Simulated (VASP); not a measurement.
A run of VASP 6.6.1 is set up as follows.

Contents of INCAR:

```
  ALGO = Normal
  EDIFF = 1E-7
  ENCUT = 520
  GGA = PE
  ISIF = 2
  ISMEAR = -1
  LASPH = True
  LCHARG = False
  LREAL = False
  LWAVE = False
  NBANDS = 26
  NELM = 100
  PREC = Accurate
  SIGMA = 0.02
```

Contents of KPOINTS:

```
k-points
0
Gamma
  6 6 4
```

Contents of POSCAR:

```
AlBi2B
1.0
    4.2039576742      0.0000000000      0.0000000000
    0.0000000000      4.2039576742      0.0000000000
    0.0000000000      0.0000000000      6.1322041010
B Bi Al
1 2 1
Direct
    0.0000000000      0.0000000000      0.0000000000
    0.0000000000      0.5000000000      0.2156166147
    0.5000000000      0.0000000000      0.7843833853
    0.5000000000      0.5000000000      0.5000000000
```

Potentials or basis: VASP PAW PBE potentials, release 64 (B, Bi_d, Al).

Launch:

```bash
$ cat potpaw_PBE.64/B/POTCAR potpaw_PBE.64/Bi_d/POTCAR potpaw_PBE.64/Al/POTCAR > POTCAR
$ mpirun -np 1 vasp_std > vasp.out
```

Question: What does it give for the largest force?

Answer: 0.005 eV/Å.

Question: What does it give for the band gap on the k mesh?

Answer: Zero (bands 18 and 19 overlap by 0.70 eV).

Question: What does it give for the pressure?

Answer: -0.1 GPa.

Forces in eV/Å, atoms in the order of the input:
```
B    0.000  0.000  0.000
Bi   0.000  0.000  0.005
Bi   0.000  0.000 -0.005
Al   0.000  0.000  0.000
```

Caveat: spin-orbit coupling is left out, which moves the levels of the heavy elements.
